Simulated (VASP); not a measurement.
Write the native input for VASP 6.6.1 that does the following.

| Item | Value |
| --- | --- |
| Task | single point |
| Functional | PBE |
| Potentials or basis | VASP PAW PBE potentials, release 64 (Li_sv, Mg, Cl) |
| Cutoff | 520 eV |
| k mesh | 4 × 4 × 4 |
| Occupations | gaussian, width 0.1 eV |
| Spin | no spin polarisation |
| Dipole correction | no |
| Further INCAR settings | ALGO = Normal; EDIFF = 1e-06; NBANDS = 25 |

The structure of Li3MgCl3 lies in POSCAR:

```
Li3MgCl3
1.0
    2.2685049900     -3.4823286700      0.0000000000
    2.2685049900      3.4823286700      0.0000000000
    0.0000000000      0.0000000000      5.7665927500
Li Mg Cl
3 1 3
Direct
    0.5000000000      0.5000000000      0.1913392900
    0.5000000000      0.0000000000      0.3086608600
    0.0000000000      0.5000000000      0.3086608600
    0.0000000000      0.0000000000      0.0000000000
    0.5000000000      0.5000000000      0.8086607100
    0.0000000000      0.5000000000      0.6913391400
    0.5000000000      0.0000000000      0.6913391400
```

One way to write it, as run:

INCAR

```
PREC = Accurate
ENCUT = 520
EDIFF = 1E-6
ISMEAR = 0
SIGMA = 0.1
LREAL = F
LASPH = T
NELM = 60
ALGO = Normal
ISIF = 2
LWAVE = F
LCHARG = F
GGA = PE
NBANDS = 25
```

KPOINTS

```
regular mesh
0
Gamma
  4 4 4
```

Potentials or basis: VASP PAW PBE potentials, release 64 (Li_sv, Mg, Cl).

Launch:

```console
$ cat potpaw_PBE.64/Li_sv/POTCAR potpaw_PBE.64/Mg/POTCAR potpaw_PBE.64/Cl/POTCAR > POTCAR
$ mpirun -np 1 vasp_std > vasp.out
```

It gave:

```json
{"Largest force": "7.471 eV/Å", "Band gap on the k mesh": "zero (band 16 reaches 7.54 eV, above the bottom of band 17 at 6.30 eV)"}
```

Caveat: the k points lie up to 0.41 Å⁻¹ apart; forces of over 1 eV/Å act on the atoms, so gaps and moduli don't describe the material at rest.

It took 42 s on 1 thread of Intel(R) Xeon(R) Platinum 8488C (Sapphire Rapids), on a shared host, peak memory 0.22 GiB.
